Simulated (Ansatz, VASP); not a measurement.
# Cd3F: VASP beside Ansatz

```
Cd F
1.0
     4.36680    0.00000    0.00000
     0.00000    4.36680    0.00000
     0.00000    0.00000    4.36680
Cd F
3 1
Direct
  0.00000 0.50000 0.50000
  0.50000 0.00000 0.50000
  0.50000 0.50000 0.00000
  0.00000 0.00000 0.00000
```

Change from the starting cell: species swapped into the Tm3In type (Pm-3m, No. 221).

Alike in both runs: functional PBE; k mesh 10 × 10 × 10; occupations gaussian, width 0.1 eV; no spin polarisation.

Ansatz relaxed the structure, and its values are those at the end. VASP's run is a single point on that final structure, the one shown.

|  | VASP | Ansatz |
| --- | --- | --- |
| version | VASP 6.6.1 | Ansatz 0.2.0 |
| potentials or method | VASP PAW PBE potentials, release 64 (Cd, F), cutoff 520 eV | scalar-relativistic, plane waves, PAW |
| valence electrons in the cell | 43 | 67 |

Ansatz gave:

| Property | Result |
| --- | --- |
| gap on the k mesh at the Fermi level (eV) | none |
| pressure (GPa) | 0.0 |

Task: What did VASP give for the same quantities?

Result: gap on the k mesh at the Fermi level (eV): none; pressure (GPa): 0.2.

A gap of «none» marks a metal or a gap that the smearing closes. VASP's potentials hold 43 valence electrons a cell and Ansatz's 67, so a difference there can come from the potentials and not from the codes.
